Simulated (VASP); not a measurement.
# Te (P1) in VASP: further runs

Aim: see how the results for Te move with the level of theory and the settings. Levels: LDA, PBEsol. Tasks: single point.

Everything below comes from runs of VASP 6.6.1. Logs are shortened: lines on timing, memory, paths and dates and some standing lists are left out, and cuts for length are marked.

### 1 The cell of the first run

The typed cell holds 3 atoms: a = 4.454 Å, b = 4.454 Å, c = 5.924 Å, α = 90.00°, β = 90.00°, γ = 120.00°.

### 2 Single point, LDA

INCAR

```
PREC = Accurate
ENCUT = 520
EDIFF = 1E-6
ISMEAR = -1
SIGMA = 0.05
LREAL = F
LASPH = T
NELM = 80
ALGO = Normal
ISIF = 2
LWAVE = F
LCHARG = F
GGA = CA
NBANDS = 16
```

KPOINTS

```
Automatic mesh
0
Gamma
  5 5 4
```

POSCAR

```
Te
1.0
    4.4540000000      0.0000000000      0.0000000000
   -2.2270000000      3.8572771485      0.0000000000
    0.0000000000      0.0000000000      5.9240000000
Te
3
Direct
    0.7263560000      0.7262820000     -0.0009900000
    0.0065170000      0.2784260000      0.6737860000
    0.2737860000      0.0109860000      0.3330490000
```

Potentials or basis: VASP PAW LDA potentials, release 64 (Te).

Command:

```
> cat potpaw_LDA.64/Te/POTCAR > POTCAR
> mpirun -np 1 vasp_std > vasp.out
```

OUTCAR:

```text
PREC = Accurate
   ENCUT = 520
   EDIFF = 1E-6
   ISMEAR = -1
   LREAL = F
   LASPH = T
   NELM = 80
   ISIF = 2
   GGA = CA

 ion  position               nearest neighbor table
   1  0.726  0.726  0.999-   2 2.87   3 2.89   2 3.40   3 3.42   2 3.43   3 3.48
   2  0.007  0.278  0.674-   1 2.87   3 2.89   1 3.40   1 3.43   3 3.50   3 3.50
   3  0.274  0.011  0.333-   2 2.89   1 2.89   1 3.42   1 3.48   2 3.50   2 3.50

  LATTYP: Found a hexagonal cell.
 ALAT       =     4.4540000000
 C/A-ratio  =     1.3300404131

  Lattice vectors:

 A1 = (   4.4540000000,   0.0000000000,   0.0000000000)
 A2 = (  -2.2270000000,   3.8572771485,   0.0000000000)
 A3 = (   0.0000000000,   0.0000000000,   5.9240000000)

Analysis of symmetry for initial positions (statically):
=====================================================================
 Subroutine PRICEL returns:
 Original cell was already a primitive cell.

 Routine SETGRP: Setting up the symmetry group for a
 hexagonal supercell.

 Subroutine GETGRP returns: Found  1 space group operations
 (whereof  1 operations were pure point group operations)
 out of a pool of 24 trial point group operations.

The static configuration has the point symmetry C_1 .

Analysis of symmetry for dynamics (positions and initial velocities):
=====================================================================
 Subroutine PRICEL returns:
 Original cell was already a primitive cell.

 Routine SETGRP: Setting up the symmetry group for a
 hexagonal supercell.

 Subroutine GETGRP returns: Found  1 space group operations
 (whereof  1 operations were pure point group operations)
 out of a pool of 24 trial point group operations.

The dynamic configuration has the point symmetry C_1 .

 Subroutine INISYM returns: Found  1 space group operations
 (whereof  1 operations are pure point group operations),
 and found     1 'primitive' translations

----------------------------------------------------------------------------------------

                                     Primitive cell

  volume of cell :     101.7762

  direct lattice vectors                    reciprocal lattice vectors
     4.454000000  0.000000000  0.000000000     0.224517288  0.129625117  0.000000000
    -2.227000000  3.857277149  0.000000000     0.000000000  0.259250233  0.000000000
     0.000000000  0.000000000  5.924000000     0.000000000  0.000000000  0.168804862

  length of vectors
     4.454000000  4.454000000  5.924000000     0.259250233  0.259250233  0.168804862
[... 84 lines left out ...]
   LREAL  =      F    real-space projection
   EDIFFG = 0.1E-04   stopping-criterion for IOM
   NSW    =      0    number of steps for IOM
   IBRION =     -1    ionic relax: 0-MD 1-quasi-New 2-CG
   NFREE  =      0    steps in history (QN), initial steepest desc. (CG)
   ISIF   =      2    stress and relaxation
   ISYM   =      2    0-nonsym 1-usesym 2-fastsym
   POTIM  = 0.5000    time-step for ionic-motion
   TEBEG  =    0.0;   TEEND  =   0.0 temperature during run
   PSTRESS=    0.0 pullay stress
   NELECT =      18.0000    total number of electrons
   NUPDOWN=      -1.0000    fix difference up-down
   EMIN   =  10.00;   EMAX   =-10.00  energy-range for DOS
   EFERMI =   0.00;   METHOD = LEGACY
   ISMEAR =    -1;   SIGMA  =   0.05  broadening in eV -4-tet -1-fermi 0-gaus
   EFERMI_NEDOS =   21; number of points for ismear=-14 and -15
   IALGO  =     38    algorithm
   IMIX   =      4    mixing-type and parameters
     AMIX     =   0.40;   BMIX     =  1.00
     AMIX_MAG =   1.60;   BMIX_MAG =  1.00
  volume/ion in A,a.u.               =      33.93       228.94
  Fermi-wavevector in a.u.,A,eV,Ry     =   0.918933  1.736531 11.489263  0.844437
  Thomas-Fermi vector in A             =   2.044070
   LORBIT       =      0    0 simple, 1 ext, 2 COOP (PROOUT), +10 PAW based schemes
   GGA     = CA    functional components
   LHFCALC =     F    Hartree Fock is set to
   AEXX    =    0.0000 exact exchange contribution
   IVDW    =     0    specifies the selected vdW correction
   LEPSILON=     F    determine dielectric tensor
   LRPA    =     F    only Hartree local field effects (RPA)
 non-spin polarized calculation
  energy-cutoff  :      520.00
  volume of cell :      101.78
 maximum number of plane-waves:      2760
 NGX is ok and might be reduce to    36
   NGX = 17   NGY = 17   NGZ = 23

 number of electron      17.9999999 magnetization

 Free energy of the ion-electron system (eV)
  ---------------------------------------------------
  ext. energy  EPLUGINS =         0.00000000
  ---------------------------------------------------
  free energy    TOTEN  =       -11.33744192 eV

  energy without entropy =      -11.33658549  energy(sigma->0) =      -11.33701371

 E-fermi :   5.9467     XC(G=0):  -9.3104

 val. band max:        5.7637937166   @ k =   0.4000   0.4000   0.5000
 cond. band min:       6.0644079021   @ k =   0.0000   0.0000   0.5000
 fundamental gap:      0.3006141855
 Fermi energy:         5.9466591073

 k-point     1 :       0.0000    0.0000    0.0000
  band No.  band energies     occupation
      1      -7.8087      2.00000
      2      -4.5783      2.00000
      3      -4.4985      2.00000
      4       2.7547      2.00000
      5       3.0367      2.00000
      6       3.1395      2.00000
[... 433 lines left out ...]
      3      -4.0423      2.00000
      4       0.4484      2.00000
      5       1.3895      2.00000
      6       2.2516      2.00000
[... 8 lines left out ...]
     15      13.3815      0.00000
     16      13.9900      0.00000

 [... further k-points ...]

------------------------ aborting loop because EDIFF is reached ----------------------------------------

  FORCE on cell =-STRESS in cart. coord.  units (eV):
  Direction    XX          YY          ZZ          XY          YZ          ZX
  --------------------------------------------------------------------------------------
  -------------------------------------------------------------------------------------
  Total       -1.3383490     -1.3822570     -1.3393314     -0.0675268     -0.0927513     -0.0170904
  in kB      -21.0685108    -21.7597180    -21.0839773     -1.0630178     -1.4601064     -0.2690396
  external PRESSURE =     -21.3040687 kB  Pullay stress =       0.0000000 kB

 VOLUME and BASIS-vectors are now :
 -----------------------------------------------------------------------------
  energy-cutoff  :      520.00
  volume of cell :      101.78
      direct lattice vectors                 reciprocal lattice vectors
     4.454000000  0.000000000  0.000000000     0.224517288  0.129625117  0.000000000
    -2.227000000  3.857277149  0.000000000     0.000000000  0.259250233  0.000000000
     0.000000000  0.000000000  5.924000000     0.000000000  0.000000000  0.168804862

 POSITION                                       TOTAL-FORCE (eV/Angst)
 -----------------------------------------------------------------------------------
      1.61776      2.80147      5.91814         0.010358      0.073160      0.118411
     -0.59103      1.07397      3.99151        -0.026861     -0.011791     -0.180170
      1.19498      0.04238      1.97298         0.016503     -0.061369      0.061759
 -----------------------------------------------------------------------------------
    total drift:                               -0.000019      0.000014     -0.000060

  FREE ENERGIE OF THE ION-ELECTRON SYSTEM (eV)
  ---------------------------------------------------
  free  energy   TOTEN  =       -11.3374419197 eV

  energy  without entropy=      -11.3365854907  energy(sigma->0) =      -11.33701371
```

It took 33 s on 1 thread of Intel Xeon 6975P-C (Granite Rapids), shared host; peak memory 0.22 GiB.

What came out:

```
Free energy            : -11.3374 eV
Pressure               : -2.1 GPa
Largest force          : 0.183 eV/Å
Band gap on the k mesh : 0.30 eV (least direct gap 0.66 eV)
```

Forces in eV/Å, atoms in the order of the input:
```
Te   0.010  0.073  0.118
Te  -0.027 -0.012 -0.180
Te   0.017 -0.061  0.062
```

Stress tensor (GPa, compression positive):
```
-2.11 -0.11 -0.03
-0.11 -2.18 -0.15
-0.03 -0.15 -2.11
```

Levels at points of the mesh, in eV from the valence-band top:
```tsv
k point	band 6	band 7	band 8	band 9	band 10	band 11	band 12	band 13
(0.00, 0.00, 0.00)	-2.62	-1.69	-1.60	-0.86	0.96	1.05	1.58	4.94
(0.00, 0.00, 0.50)	-2.52	-1.25	-1.01	-0.91	0.30	0.45	0.51	4.01
```

Caveat: semilocal functionals underestimate gaps, and a narrow one can read as zero; spin-orbit coupling is left out, which moves the levels of the heavy elements. A k mesh can miss the band edges.

### 3 Single point, LDA

INCAR

```
ALGO     = Normal         # electronic algorithm
EDIFF    = 1E-7           # SCF threshold, eV
ENCUT    = 520            # plane-wave cutoff, eV
ISIF     = 2              # what is computed and relaxed
ISMEAR   = -1             # smearing method
LASPH    = True           # aspherical terms in the spheres
LCHARG   = False          # write CHGCAR
LREAL    = False          # projectors in reciprocal space
LWAVE    = False          # write WAVECAR
NBANDS   = 16             # bands
NELM     = 80             # most SCF steps
PREC     = Accurate       # precision mode
SIGMA    = 0.05           # smearing width, eV
```

KPOINTS

```
k-points
0
Gamma
  5 5 4
```

POSCAR is that of step 2.

Potentials or basis: VASP PAW LDA potentials, release 64 (Te).

Command:

```
> cat potpaw_LDA.64/Te/POTCAR > POTCAR
> mpirun -np 1 vasp_std > vasp.out
```

It took 31 s on 1 thread of Intel Xeon 6975P-C (Granite Rapids), shared host; peak memory 0.22 GiB.

Results (log left out):

```
Free energy            : -11.3374 eV
Pressure               : -2.1 GPa
Largest force          : 0.183 eV/Å
Band gap on the k mesh : 0.30 eV (least direct gap 0.66 eV)
```

Forces on the atoms (eV/Å):
```
Te   0.010  0.073  0.118
Te  -0.027 -0.012 -0.180
Te   0.016 -0.061  0.062
```

Stress tensor (GPa, compression positive):
```
-2.11 -0.11 -0.03
-0.11 -2.18 -0.15
-0.03 -0.15 -2.11
```

Levels at points of the mesh, in eV from the valence-band top:
| k point | band 5 | band 6 | band 7 | band 8 | band 9 | band 10 | band 11 | band 12 | band 13 | band 14 |
| --- | --- | --- | --- | --- | --- | --- | --- | --- | --- | --- |
| (0.00, 0.00, 0.00) | -2.73 | -2.62 | -1.69 | -1.60 | -0.86 | 0.96 | 1.05 | 1.58 | 4.94 | 4.98 |
| (0.00, 0.00, 0.50) | -2.70 | -2.52 | -1.25 | -1.01 | -0.91 | 0.30 | 0.45 | 0.51 | 4.01 | 5.15 |

Caveat: semilocal functionals underestimate gaps, and a narrow one can read as zero; spin-orbit coupling is left out, which moves the levels of the heavy elements.

### 4 Single point, PBEsol

INCAR

```
SYSTEM = Te
  ALGO = Normal
  EDIFF = 1E-7
  ENCUT = 520
  GGA = PS
  ISIF = 2
  ISMEAR = 0
  LASPH = .True.
  LCHARG = .True.
  LELF = .True.
  LREAL = .False.
  LVHAR = .True.
  LWAVE = .False.
  NBANDS = 16
  NELM = 100
  PREC = Accurate
  SIGMA = 0.05
```

KPOINTS

```
k-points
0
Gamma
  8 8 5
  0 0 0
```

POSCAR is that of step 3.

Potentials or basis: VASP PAW PBE potentials, release 64 (Te).

Command:

```
> cat potpaw_PBE.64/Te/POTCAR > POTCAR
> mpirun -np 1 vasp_std > vasp.out
```

OUTCAR:

```text
SYSTEM = Te
   EDIFF = 1E-7
   ENCUT = 520
   GGA = PS
   ISIF = 2
   ISMEAR = 0
   LASPH = .True.
   LREAL = .False.
   NELM = 100
   PREC = Accurate

 ion  position               nearest neighbor table
   1  0.726  0.726  0.999-   2 2.87   3 2.89   2 3.40   3 3.42   2 3.43   3 3.48
   2  0.007  0.278  0.674-   1 2.87   3 2.89   1 3.40   1 3.43   3 3.50   3 3.50
   3  0.274  0.011  0.333-   2 2.89   1 2.89   1 3.42   1 3.48   2 3.50   2 3.50

  LATTYP: Found a hexagonal cell.
 ALAT       =     4.4540000000
 C/A-ratio  =     1.3300404131

  Lattice vectors:

 A1 = (   4.4540000000,   0.0000000000,   0.0000000000)
 A2 = (  -2.2270000000,   3.8572771485,   0.0000000000)
 A3 = (   0.0000000000,   0.0000000000,   5.9240000000)

Analysis of symmetry for initial positions (statically):
=====================================================================
 Subroutine PRICEL returns:
 Original cell was already a primitive cell.

 Routine SETGRP: Setting up the symmetry group for a
 hexagonal supercell.

 Subroutine GETGRP returns: Found  1 space group operations
 (whereof  1 operations were pure point group operations)
 out of a pool of 24 trial point group operations.

The static configuration has the point symmetry C_1 .

Analysis of symmetry for dynamics (positions and initial velocities):
=====================================================================
 Subroutine PRICEL returns:
 Original cell was already a primitive cell.

 Routine SETGRP: Setting up the symmetry group for a
 hexagonal supercell.

 Subroutine GETGRP returns: Found  1 space group operations
 (whereof  1 operations were pure point group operations)
 out of a pool of 24 trial point group operations.

The dynamic configuration has the point symmetry C_1 .
[... 117 lines left out ...]
   EFERMI_NEDOS =   21; number of points for ismear=-14 and -15
   IALGO  =     38    algorithm
   IMIX   =      4    mixing-type and parameters
     AMIX     =   0.40;   BMIX     =  1.00
     AMIX_MAG =   1.60;   BMIX_MAG =  1.00
  volume/ion in A,a.u.               =      33.93       228.94
  Fermi-wavevector in a.u.,A,eV,Ry     =   0.918933  1.736531 11.489263  0.844437
  Thomas-Fermi vector in A             =   2.044070
   LORBIT       =      0    0 simple, 1 ext, 2 COOP (PROOUT), +10 PAW based schemes
   GGA     = PS    functional components
   LHFCALC =     F    Hartree Fock is set to
   AEXX    =    0.0000 exact exchange contribution
   IVDW    =     0    specifies the selected vdW correction
   LEPSILON=     F    determine dielectric tensor
   LRPA    =     F    only Hartree local field effects (RPA)
 non-spin polarized calculation
 Gauss-broadening in eV      SIGMA  =   0.05
  energy-cutoff  :      520.00
  volume of cell :      101.78
 maximum number of plane-waves:      2758
 NGX is ok and might be reduce to    36
   NGX = 17   NGY = 17   NGZ = 23

 number of electron      17.9999999 magnetization

 Free energy of the ion-electron system (eV)
  ---------------------------------------------------
  ext. energy  EPLUGINS =         0.00000000
  ---------------------------------------------------
  free energy    TOTEN  =       -10.54539706 eV

  energy without entropy =      -10.54539706  energy(sigma->0) =      -10.54539706

 E-fermi :   5.8719     XC(G=0):  -9.2336

 val. band max:        5.6531618292   @ k =  -0.3750  -0.2500   0.4000
 cond. band min:       6.1481109083   @ k =   0.0000   0.0000   0.4000
 fundamental gap:      0.4949490791
 Fermi energy:         5.8719136895

 k-point     1 :       0.0000    0.0000    0.0000
  band No.  band energies     occupation
      1      -7.7869      2.00000
      2      -4.5391      2.00000
      3      -4.4582      2.00000
      4       2.7633      2.00000
      5       3.0574      2.00000
      6       3.1594      2.00000
[... 433 lines left out ...]
      3      -4.4039      2.00000
      4       1.0177      2.00000
      5       1.3669      2.00000
      6       2.2169      2.00000
[... 8 lines left out ...]
     15      13.7314      0.00000
     16      14.1924      0.00000

 [... further k-points ...]

------------------------ aborting loop because EDIFF is reached ----------------------------------------

  FORCE on cell =-STRESS in cart. coord.  units (eV):
  Direction    XX          YY          ZZ          XY          YZ          ZX
  --------------------------------------------------------------------------------------
  -------------------------------------------------------------------------------------
  Total       -0.8136751     -0.8420087     -0.6478856     -0.0673460     -0.0932683     -0.0244159
  in kB      -12.8090075    -13.2550406    -10.1991223     -1.0601725     -1.4682449     -0.3843598
  external PRESSURE =     -12.0877235 kB  Pullay stress =       0.0000000 kB

 VOLUME and BASIS-vectors are now :
 -----------------------------------------------------------------------------
  energy-cutoff  :      520.00
  volume of cell :      101.78
      direct lattice vectors                 reciprocal lattice vectors
     4.454000000  0.000000000  0.000000000     0.224517288  0.129625117  0.000000000
    -2.227000000  3.857277149  0.000000000     0.000000000  0.259250233  0.000000000
     0.000000000  0.000000000  5.924000000     0.000000000  0.000000000  0.168804862

 POSITION                                       TOTAL-FORCE (eV/Angst)
 -----------------------------------------------------------------------------------
      1.61776      2.80147      5.91814        -0.019861      0.019888      0.122398
     -0.59103      1.07397      3.99151        -0.056995      0.042673     -0.182659
      1.19498      0.04238      1.97298         0.076856     -0.062560      0.060261
 -----------------------------------------------------------------------------------
    total drift:                               -0.000008      0.000004     -0.000056

  FREE ENERGIE OF THE ION-ELECTRON SYSTEM (eV)
  ---------------------------------------------------
  free  energy   TOTEN  =       -10.5453970632 eV

  energy  without entropy=      -10.5453970632  energy(sigma->0) =      -10.54539706
```

OSZICAR:

```text
N       E                     dE             d eps       ncg     rms          rms(c)
DAV:   1     0.706822049836E+02    0.70682E+02   -0.64768E+03  5184   0.899E+02
DAV:   2    -0.591038779406E+01   -0.76593E+02   -0.72869E+02  6896   0.134E+02
DAV:   3    -0.104976547406E+02   -0.45873E+01   -0.45654E+01  6392   0.368E+01
DAV:   4    -0.105782447705E+02   -0.80590E-01   -0.80582E-01  8024   0.561E+00
DAV:   5    -0.105792703788E+02   -0.10256E-02   -0.10256E-02  6760   0.546E-01    0.126E+01
DAV:   6    -0.105542025556E+02    0.25068E-01   -0.17185E-02  6784   0.755E-01    0.790E+00
DAV:   7    -0.105459715055E+02    0.82311E-02   -0.35328E-02  6000   0.105E+00    0.255E-01
DAV:   8    -0.105454697080E+02    0.50180E-03   -0.46559E-03  6240   0.369E-01    0.190E-01
DAV:   9    -0.105453967491E+02    0.72959E-04   -0.26789E-04  7440   0.937E-02    0.895E-02
DAV:  10    -0.105453971933E+02   -0.44412E-06   -0.38583E-05  6728   0.339E-02    0.112E-02
DAV:  11    -0.105453970663E+02    0.12695E-06   -0.13983E-06  7264   0.695E-03    0.515E-03
DAV:  12    -0.105453970632E+02    0.31171E-08   -0.11169E-07  5312   0.206E-03
   1 F= -.10545397E+02 E0= -.10545397E+02  d E =-.173141E-11
```

stdout:

```text
POSCAR found type information on POSCAR Te
 POSCAR found :  1 types and       3 ions
 scaLAPACK will be used
 -----------------------------------------------------------------------------
|                                                                             |
|                                                                             |
|     You enforced a specific xc type in the INCAR file but a different       |
|     I HOPE YOU KNOW WHAT YOU ARE DOING!                                     |
|                                                                             |
 -----------------------------------------------------------------------------

 LDA part: xc-table for (Slater+PW92), standard interpolation
 POSCAR, INCAR and KPOINTS ok, starting setup
 FFT: planning ... GRIDC
 FFT: planning ... GRID_SOFT
 FFT: planning ... GRID
 WAVECAR not read
 entering main loop
```

It took 81 s on 1 thread of Intel Xeon 6975P-C (Granite Rapids), shared host; peak memory 0.36 GiB.

What came out:

```
Free energy            : -10.5454 eV
Pressure               : -1.2 GPa
Largest force          : 0.196 eV/Å
Band gap on the k mesh : 0.49 eV (least direct gap 0.76 eV)
```

Forces on the atoms (eV/Å):
```
Te  -0.020  0.020  0.122
Te  -0.057  0.043 -0.183
Te   0.077 -0.063  0.060
```

Levels at points of the mesh, in eV from the valence-band top:
```csv
k point,band 5,band 6,band 7,band 8,band 9,band 10,band 11,band 12,band 13,band 14
"(0.00, 0.00, 0.00)",-2.60,-2.49,-1.57,-1.48,-0.73,1.11,1.20,1.73,5.05,5.09
"(0.50, 0.00, 0.00)",-4.24,-3.45,-3.40,-0.83,-0.62,0.90,1.05,2.98,3.86,7.46
"(0.00, 0.50, 0.00)",-4.27,-3.43,-3.36,-0.84,-0.58,0.92,1.06,2.96,3.90,7.40
"(0.50, 0.50, 0.00)",-4.22,-3.52,-3.40,-0.76,-0.64,0.85,0.95,2.96,3.86,7.49
```

Caveat: semilocal functionals underestimate gaps, and a narrow one can read as zero; the PAW data sets were made with another functional, which shifts forces and pressure a little; spin-orbit coupling is left out, which moves the levels of the heavy elements. Expect the measured gap to be larger: semilocal functionals such as PBEsol lack the derivative discontinuity.
